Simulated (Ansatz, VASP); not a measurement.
# One calculation of NaH, two programs

```
Na H
1.0
     0.00000    2.39751    2.39751
     2.39751    0.00000    2.39751
     2.39751    2.39751    0.00000
Na H
1 1
Direct
  0.00000 0.00000 0.00000
  0.50000 0.50000 0.50000
```

Alike in both runs: task single point; functional PBE; k mesh 6 × 6 × 6; occupations gaussian, width 0.2 eV; no spin polarisation.

```csv
,VASP,Ansatz
version,VASP 6.6.1,Ansatz 0.2.0
potentials or method,"VASP PAW PBE potentials, release 64 (Na_pv, H)",plane waves
plane-wave cutoff (eV),520,420
valence electrons in the cell,8,10
```

|  | VASP | Ansatz | Ansatz less VASP |
| --- | --- | --- | --- |
| gap on the k mesh at the Fermi level (eV) | 3.85 | 3.85 | +0.002 |
| pressure (GPa) | 0.5 | 0.6 | +0.03 |

VASP's potentials hold 8 valence electrons a cell and Ansatz's 10, so a difference there can come from the potentials and not from the codes.
